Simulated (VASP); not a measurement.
# Li3H2 (C2/m) in VASP: further runs

The runs below take Li3H2 through relaxation of cell and atoms, with PBE.

Everything below comes from runs of VASP 6.6.1. Logs are shortened: lines on timing, memory, paths and dates and some standing lists are left out, and cuts for length are marked.

### Step 1. The cell of the first run

It takes space group C2/m (No. 12, monoclinic). The conventional cell has a = 4.892 Å, b = 2.840 Å, c = 7.302 Å, α = 90.00°, β = 90.45°, γ = 90.00°. Within 2.7 Å of Li (site symmetry 2/m) lie 6 H at 2.02 to 2.03 Å. Within 2.6 Å of Li (site symmetry m) lie 3 H at 1.99 to 2.00 Å. Within 2.6 Å of H (site symmetry m) lie 6 Li at 1.99 to 2.03 Å.

### Step 2. Relaxation of cell and atoms, PBE

The input, INCAR:

```
SYSTEM = Li3H2
  ALGO = Normal
  EDIFF = 1E-6
  EDIFFG = -0.01
  ENCUT = 600
  GGA = PE
  IBRION = 2
  ISIF = 3
  ISMEAR = 0
  LASPH = .True.
  LCHARG = .False.
  LREAL = .False.
  LWAVE = .False.
  NELM = 60
  NSW = 100
  PREC = Accurate
  SIGMA = 0.1
```

The input, KPOINTS:

```
k-points
0
Gamma
  12 12 4
  0 0 0
```

The input, POSCAR:

```
Li3H2
1.0
    2.4460548075     -1.4201137812      0.0000000000
    2.4460548075      1.4201137812      0.0000000000
   -0.0577359059      0.0000000000      7.3018904972
Li H
3 2
Direct
    0.0000000000      0.0000000000      0.5000000000
    0.3307865366      0.3307865366      0.1794376776
    0.6692134634      0.6692134634      0.8205623224
    0.6651070113      0.6651070113      0.3366529508
    0.3348929887      0.3348929887      0.6633470492
```

Potentials or basis: VASP PAW PBE potentials, release 64 (Li_sv, H).

The run is started by

```bash
> cat potpaw_PBE.64/Li_sv/POTCAR potpaw_PBE.64/H/POTCAR > POTCAR
> mpirun -np 1 vasp_std > vasp.out
```

OUTCAR:

```text
SYSTEM = Li3H2
   EDIFF = 1E-6
   EDIFFG = -0.01
   ENCUT = 600
   GGA = PE
   IBRION = 2
   ISIF = 3
   ISMEAR = 0
   LASPH = .True.
   LREAL = .False.
   NELM = 60
   NSW = 100
   PREC = Accurate

 ion  position               nearest neighbor table
   1  0.000  0.000  0.500-
   2  0.331  0.331  0.179-
   3  0.669  0.669  0.821-
   4  0.665  0.665  0.337-
   5  0.335  0.335  0.663-

  LATTYP: Found a base centered monoclinic cell.
 ALAT       =     4.8921096150
 B/A-ratio  =     0.5805731649
 C/A-ratio  =     1.4926318759
 COS(beta)  =    -0.0079067334

  Lattice vectors:

 A1 = (   2.4460548075,  -1.4201137812,   0.0000000000)
 A2 = (   2.4460548075,   1.4201137812,   0.0000000000)
 A3 = (  -0.0577359059,   0.0000000000,   7.3018904972)

Analysis of symmetry for initial positions (statically):
=====================================================================
 Subroutine PRICEL returns:
 Original cell was already a primitive cell.

 Routine SETGRP: Setting up the symmetry group for a
 base centered monoclinic supercell.

 Subroutine GETGRP returns: Found  4 space group operations
 (whereof  4 operations were pure point group operations)
 out of a pool of  4 trial point group operations.

The static configuration has the point symmetry C_2h.

Analysis of symmetry for dynamics (positions and initial velocities):
=====================================================================
 Subroutine PRICEL returns:
 Original cell was already a primitive cell.

 Routine SETGRP: Setting up the symmetry group for a
 base centered monoclinic supercell.

 Subroutine GETGRP returns: Found  4 space group operations
 (whereof  4 operations were pure point group operations)
 out of a pool of  4 trial point group operations.

The dynamic configuration has the point symmetry C_2h.

 Subroutine INISYM returns: Found  4 space group operations
 (whereof  4 operations are pure point group operations),
 and found     1 'primitive' translations

----------------------------------------------------------------------------------------

                                     Primitive cell

  volume of cell :      50.7288

  direct lattice vectors                    reciprocal lattice vectors
     2.446054807 -1.420113781  0.000000000     0.204410792 -0.352084464  0.001616272
     2.446054807  1.420113781  0.000000000     0.204410792  0.352084464  0.001616272
[... 102 lines left out ...]
   NELECT =      11.0000    total number of electrons
   NUPDOWN=      -1.0000    fix difference up-down
   EMIN   =  10.00;   EMAX   =-10.00  energy-range for DOS
   EFERMI =   0.00;   METHOD = LEGACY
   ISMEAR =     0;   SIGMA  =   0.10  broadening in eV -4-tet -1-fermi 0-gaus
   EFERMI_NEDOS =   21; number of points for ismear=-14 and -15
   IALGO  =     38    algorithm
   IMIX   =      4    mixing-type and parameters
     AMIX     =   0.40;   BMIX     =  1.00
     AMIX_MAG =   1.60;   BMIX_MAG =  1.00
  volume/ion in A,a.u.               =      10.15        68.47
  Fermi-wavevector in a.u.,A,eV,Ry     =   0.983530  1.858602 13.161335  0.967331
  Thomas-Fermi vector in A             =   2.114695
   LORBIT       =      0    0 simple, 1 ext, 2 COOP (PROOUT), +10 PAW based schemes
   GGA     = PE    functional components
   LHFCALC =     F    Hartree Fock is set to
   AEXX    =    0.0000 exact exchange contribution
   IVDW    =     0    specifies the selected vdW correction
   LEPSILON=     F    determine dielectric tensor
   LRPA    =     F    only Hartree local field effects (RPA)
 conjugate gradient relaxation of ions
 non-spin polarized calculation
 Gauss-broadening in eV      SIGMA  =   0.10
  energy-cutoff  :      600.00
  volume of cell :       50.73
 maximum number of plane-waves:      1715
   NGX = 11   NGY = 11   NGZ = 29

--------------------------------------- Ionic step        1  -------------------------------------------

 number of electron      10.9999996 magnetization

 Free energy of the ion-electron system (eV)
  ---------------------------------------------------
  ext. energy  EPLUGINS =         0.00000000
  ---------------------------------------------------
  free energy    TOTEN  =       -14.00615240 eV

  energy without entropy =      -14.00201616  energy(sigma->0) =      -14.00408428

------------------------ aborting loop because EDIFF is reached ----------------------------------------

  FORCE on cell =-STRESS in cart. coord.  units (eV):
  Direction    XX          YY          ZZ          XY          YZ          ZX
  --------------------------------------------------------------------------------------
  -------------------------------------------------------------------------------------
  Total       -0.0291668     -0.0963717     -0.0443162      0.0000000      0.0000000      0.0135917
  in kB       -0.9211808     -3.0437268     -1.3996454      0.0000000      0.0000000      0.4292683
  external PRESSURE =      -1.7881843 kB  Pullay stress =       0.0000000 kB
[... 65 lines left out ...]
--------------------------------------- Ionic step        3  -------------------------------------------

 number of electron      10.9999997 magnetization

 Free energy of the ion-electron system (eV)
  ---------------------------------------------------
  ext. energy  EPLUGINS =         0.00000000
  ---------------------------------------------------
  free energy    TOTEN  =       -14.00645388 eV

  energy without entropy =      -14.00232049  energy(sigma->0) =      -14.00438718

 E-fermi :   2.2404     XC(G=0):  -8.0867

 val. band max:        2.2358835361   @ k =   0.3333   0.3333   0.5000
 cond. band min:       2.2945745076   @ k =   0.5000   0.0000   0.5000
 fundamental gap:      0.0586909716
 Fermi energy:         2.2404159495

 k-point     1 :       0.0000    0.0000    0.0000
  band No.  band energies     occupation
      1     -44.7976      2.00000
      2     -44.5640      2.00000
      3     -44.5570      2.00000
      4      -5.5152      2.00000
      5      -4.2302      2.00000
      6      -0.4320      2.00000
      7       6.5071      0.00000
      8       6.8106      0.00000
      9      13.8519      0.00000
[... 265 lines left out ...]
 k-point    24 :      -0.4167    0.1667   -0.0000
  band No.  band energies     occupation
      1     -44.7637      2.00000
      2     -44.5299      2.00000
      3     -44.5282      2.00000
      4      -2.3462      2.00000
      5      -1.4576      2.00000
      6       3.2516      0.00000
      7       3.7547      0.00000
      8       5.2702      0.00000
      9       5.7567      0.00000

 [... further k-points ...]
[... 5 lines left out ...]
  --------------------------------------------------------------------------------------
  -------------------------------------------------------------------------------------
  Total        0.0187746     -0.0176255      0.0001339      0.0000000      0.0000000      0.0134701
  in kB        0.5968668     -0.5603355      0.0042554      0.0000000      0.0000000      0.4282299
  external PRESSURE =       0.0135955 kB  Pullay stress =       0.0000000 kB
[... 20 lines left out ...]
  FREE ENERGIE OF THE ION-ELECTRON SYSTEM (eV)
  ---------------------------------------------------
  free  energy   TOTEN  =       -14.0064538799 eV

  energy  without entropy=      -14.0023204874  energy(sigma->0) =      -14.00438718

 reached required accuracy - stopping structural energy minimisation
```

CONTCAR:

```text
Li3H2
   1.00000000000000
     2.4433013630820271   -1.4148318341581587    0.0012830992531161
     2.4433013630820271    1.4148318341581587    0.0012830992531161
    -0.0538406413816386    0.0000000000000000    7.2893714728907222
  Li              H
     3     2
Direct
     0.0000000000000000    0.0000000000000000    0.5000000000000000
     0.3308252535205151    0.3308252535205151    0.1797307937403348
     0.6691747464794848    0.6691747464794848    0.8202692062596652
     0.6651944364754433    0.6651944364754433    0.3366958190708280
     0.3348055635245567    0.3348055635245567    0.6633041809291721

  0.00000000E+00  0.00000000E+00  0.00000000E+00
  0.00000000E+00  0.00000000E+00  0.00000000E+00
  0.00000000E+00  0.00000000E+00  0.00000000E+00
  0.00000000E+00  0.00000000E+00  0.00000000E+00
  0.00000000E+00  0.00000000E+00  0.00000000E+00
```

Wall time 76 s (1 thread of AMD EPYC 9R45 (Zen 5), shared host); peak memory 0.2 GiB.

Results:

- Free energy: -14.0065 eV
- Relaxed volume: 10.08 Å³/atom
- Relaxed cell: a = 2.823 Å, b = 2.823 Å, c = 7.290 Å, α = 90.34°, β = 90.34°, γ = 60.15°
- Space group after relaxing (to 0.1 Å): P-3m1 (No. 164)
- Energy gained by relaxing: 0.1 meV/atom
- Ionic steps: 3
- Pressure after relaxing: 0.0 GPa
- Largest force after relaxing: 0.004 eV/Å
- Band gap on the k mesh: zero (an odd number of electrons rules out a gap without spin polarisation)

Forces on the atoms (eV/Å):
```
Li   0.000  0.000  0.000
Li   0.001  0.000 -0.002
Li  -0.001  0.000  0.002
H    0.002  0.000  0.003
H   -0.002  0.000 -0.003
```

Step by step:
```tsv
step	energy change (eV)	largest force (eV/Å)	pressure (GPa)	volume (Å³)
1	0.0000	0.0111	-0.18	50.73
2	-0.0001	0.0078	-0.14	50.65
3	-0.0003	0.0038	0.00	50.40
```

Final structure:
```xyz
5
Lattice="2.4433 -1.4148 0.0013 2.4433 1.4148 0.0013 -0.0538 0.0000 7.2894" Properties=species:S:1:pos:R:3 pbc="T T T"
Li   -0.0269    0.0000    3.6447
Li    1.6069    0.0000    1.3110
Li    3.2258    0.0000    5.9810
H     3.2324    0.0000    2.4560
H     1.6003    0.0000    4.8359
```

Caveat: the cutoff is under 1.25 times the usual one of these potentials, so pressure, stress and relaxed cells hold a basis-set (Pulay) error.

### Step 3. Relaxation of cell and atoms, PBE

The input, INCAR:

```
ALGO     = Normal         # electronic algorithm
EDIFF    = 1E-6           # SCF threshold, eV
EDIFFG   = -0.001         # ionic threshold
ENCUT    = 600            # plane-wave cutoff, eV
GGA      = PE             # functional
IBRION   = 2              # ionic algorithm
ISIF     = 3              # what is computed and relaxed
ISMEAR   = 0              # smearing method
LASPH    = True           # aspherical terms in the spheres
LCHARG   = False          # write CHGCAR
LREAL    = False          # projectors in reciprocal space
LWAVE    = False          # write WAVECAR
NELM     = 100            # most SCF steps
NSW      = 80             # ionic steps
PREC     = Accurate       # precision mode
SIGMA    = 0.1            # smearing width, eV
```

The input, KPOINTS:

```
k-points
0
Gamma
  12 12 4
```

The input, POSCAR:

```
Li3H2
1.0
    2.4509548123     -1.4168876347      0.0072191692
    2.4509548123      1.4168876347      0.0072191692
   -0.0363011136      0.0000000000      7.3070539294
Li H
3 2
Direct
    0.0000000000      0.0000000000      0.5000000000
    0.3329762681      0.3329762681      0.1797481126
    0.6670237319      0.6670237319      0.8202518874
    0.6664148050      0.6664148050      0.3369338679
    0.3335851950      0.3335851950      0.6630661321
```

Potentials or basis: VASP PAW PBE potentials, release 64 (Li_sv, H).

The run is started by

```bash
> cat potpaw_PBE.64/Li_sv/POTCAR potpaw_PBE.64/H/POTCAR > POTCAR
> mpirun -np 1 vasp_std > vasp.out
```

Run time: 3.5 min. Hardware: 1 thread of AMD EPYC 9R45 (Zen 5), shared host; peak memory 0.2 GiB.

It converged, with:

```
Free energy                           : -14.0066 eV
Relaxed volume                        : 10.08 Å³/atom
Relaxed cell                          : a = 2.826 Å, b = 2.826 Å, c = 7.289 Å, α = 90.03°, β = 90.03°, γ = 60.00°
Space group after relaxing (to 0.1 Å) : P-3m1 (No. 164)
Energy gained by relaxing             : 0.0 meV/atom
Ionic steps                           : 17
Pressure after relaxing               : 0.0 GPa
Band gap on the k mesh                : zero (an odd number of electrons rules out a gap without spin polarisation)
```

Step by step:
| step | energy change (eV) | largest force (eV/Å) | pressure (GPa) | volume (Å³) |
| --- | --- | --- | --- | --- |
| 1 | 0.0000 | 0.0045 | -0.18 | 50.75 |
| 2 | -0.0001 | 0.0023 | -0.15 | 50.67 |
| 3 | -0.0002 | 0.0041 | -0.01 | 50.41 |
| 4 | -0.0002 | 0.0042 | -0.01 | 50.40 |
| 5 | -0.0002 | 0.0046 | -0.01 | 50.39 |
| 6 | -0.0002 | 0.0054 | 0.05 | 50.35 |
| 7 | -0.0002 | 0.0050 | 0.00 | 50.38 |
| 8 | -0.0002 | 0.0034 | 0.01 | 50.37 |
| 9 | -0.0002 | 0.0015 | 0.02 | 50.36 |
| 10 | -0.0002 | 0.0012 | 0.01 | 50.38 |
| 11 | -0.0002 | 0.0012 | 0.01 | 50.39 |
| 12 | -0.0002 | 0.0022 | -0.02 | 50.42 |
| 13 | -0.0002 | 0.0020 | 0.00 | 50.40 |
| 14 | -0.0002 | 0.0015 | -0.01 | 50.40 |
| 15 | -0.0002 | 0.0015 | 0.00 | 50.40 |
| 16 | -0.0002 | 0.0015 | 0.00 | 50.40 |
| 17 | -0.0002 | 0.0006 | 0.00 | 50.40 |

Final structure:
```cif
data_structure
_symmetry_space_group_name_H-M 'P 1'
_symmetry_Int_Tables_number 1
_cell_length_a 2.8255
_cell_length_b 2.8255
_cell_length_c 7.2892
_cell_angle_alpha 90.031
_cell_angle_beta 90.031
_cell_angle_gamma 59.998
_cell_volume 50.40
loop_
_atom_site_label
_atom_site_type_symbol
_atom_site_fract_x
_atom_site_fract_y
_atom_site_fract_z
_atom_site_occupancy
Li1 Li 0.00000 0.00000 0.50000 1
Li2 Li 0.33295 0.33295 0.17970 1
Li3 Li 0.66705 0.66705 0.82030 1
H1 H 0.66647 0.66647 0.33683 1
H2 H 0.33353 0.33353 0.66317 1
```

Levels at points of the mesh, in eV from the Fermi level:
| k point | band 3 | band 4 | band 5 | band 6 | band 7 | band 8 | band 9 |
| --- | --- | --- | --- | --- | --- | --- | --- |
| (0.00, 0.00, 0.00) | -46.80 | -7.75 | -6.47 | -2.67 | 4.27 | 4.57 | 11.61 |
| (0.50, 0.00, 0.00) | -46.77 | -4.93 | -3.84 | 0.52 | 1.42 | 3.08 | 3.41 |
| (0.50, 0.50, 0.00) | -46.77 | -4.93 | -3.84 | 0.53 | 1.41 | 3.08 | 3.41 |
| (0.00, 0.00, 0.50) | -46.80 | -7.71 | -6.59 | -2.31 | 2.06 | 8.87 | 9.65 |
| (0.50, 0.00, 0.50) | -46.77 | -4.95 | -3.80 | 0.06 | 2.13 | 3.10 | 3.94 |
| (0.50, 0.50, 0.50) | -46.77 | -4.95 | -3.80 | 0.06 | 2.13 | 3.11 | 3.94 |

Caveat: the cutoff is under 1.25 times the usual one of these potentials, so pressure, stress and relaxed cells hold a basis-set (Pulay) error.
